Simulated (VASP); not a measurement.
**Be24Cl: single point with LDA**

Be24Cl, a slab with vacuum:

```
Be Cl
1.0
     4.45243    0.00000    0.00000
     0.00000    7.03315    0.00000
     0.00000    0.00000   19.79987
Be Cl
24 1
Direct
  0.00000 0.37500 0.20202
  0.00000 0.87500 0.20202
  0.50000 0.37500 0.20202
  0.50000 0.87500 0.20202
  0.25000 0.12500 0.23448
  0.25000 0.62500 0.23448
  0.75000 0.12500 0.23448
  0.75000 0.62500 0.23448
  0.25000 0.37500 0.29939
  0.25000 0.87500 0.29939
  0.75000 0.37500 0.29939
  0.75000 0.87500 0.29939
  0.00000 0.12500 0.32615
  0.00000 0.62500 0.32615
  0.50000 0.12500 0.32615
  0.50000 0.62500 0.32615
  0.00000 0.37500 0.39697
  0.00000 0.87500 0.39697
  0.50000 0.37500 0.39697
  0.50000 0.87500 0.39697
  0.25000 0.12500 0.41919
  0.25000 0.62500 0.41919
  0.75000 0.12500 0.41919
  0.75000 0.62500 0.41919
  0.25000 0.18750 0.51545
```

```
Program                : VASP 6.6.1
Task                   : single point
Functional             : LDA
Potentials or basis    : VASP PAW LDA potentials, release 64 (Be, Cl)
Cutoff                 : 520 eV
k mesh                 : 6 × 4 × 1
Occupations            : gaussian, width 0.1 eV
Spin                   : no spin polarisation
Dipole correction      : yes
Further INCAR settings : LREAL = Auto; ALGO = Normal; EDIFF = 1e-06; NBANDS = 46
```

| Item | Value |
| --- | --- |
| Largest force | 0.797 eV/Å |
| Band gap on the k mesh | zero (an odd number of electrons rules out a gap without spin polarisation) |

Forces in eV/Å, atoms in the order of the input:
```
Be   0.014  0.019  0.571
Be  -0.029 -0.060  0.558
Be  -0.014  0.019  0.571
Be   0.029 -0.060  0.558
Be   0.000  0.027 -0.589
Be   0.000 -0.039 -0.688
Be   0.000  0.026 -0.567
Be   0.000  0.083 -0.793
Be   0.000  0.022  0.114
Be   0.000 -0.093  0.014
Be   0.000  0.124 -0.119
Be   0.000 -0.069 -0.025
Be   0.075  0.017  0.351
Be  -0.104  0.048 -0.029
Be  -0.075  0.017  0.351
Be   0.104  0.048 -0.029
Be  -0.268  0.345 -0.274
Be  -0.082 -0.263 -0.295
Be   0.268  0.345 -0.274
Be   0.082 -0.263 -0.295
Be   0.000 -0.158  0.720
Be   0.000  0.154 -0.029
Be   0.000 -0.050  0.082
Be   0.000 -0.065  0.094
Cl   0.000 -0.177  0.019
```

Levels at points of the mesh, in eV from the Fermi level:
| k point | band 24 | band 25 | band 26 | band 27 | band 28 | band 29 | band 30 | band 31 |
| --- | --- | --- | --- | --- | --- | --- | --- | --- |
| (0.00, 0.00, 0.00) | -1.83 | -1.51 | -0.89 | -0.06 | 0.04 | 0.48 | 0.79 | 1.49 |
| (0.50, 0.00, 0.00) | -0.98 | -0.60 | -0.32 | 0.80 | 0.86 | 1.43 | 1.54 | 1.54 |
| (0.00, 0.50, 0.00) | -1.45 | -1.03 | -0.89 | -0.83 | -0.77 | 0.25 | 0.44 | 1.43 |
| (0.50, 0.50, 0.00) | -1.47 | -0.46 | -0.15 | -0.04 | 0.23 | 0.53 | 0.63 | 0.69 |

Wall time 6.8 min on 1 thread of Intel(R) Xeon(R) 6975P-C (Granite Rapids), with other jobs on the host, peak memory 0.58 GiB.
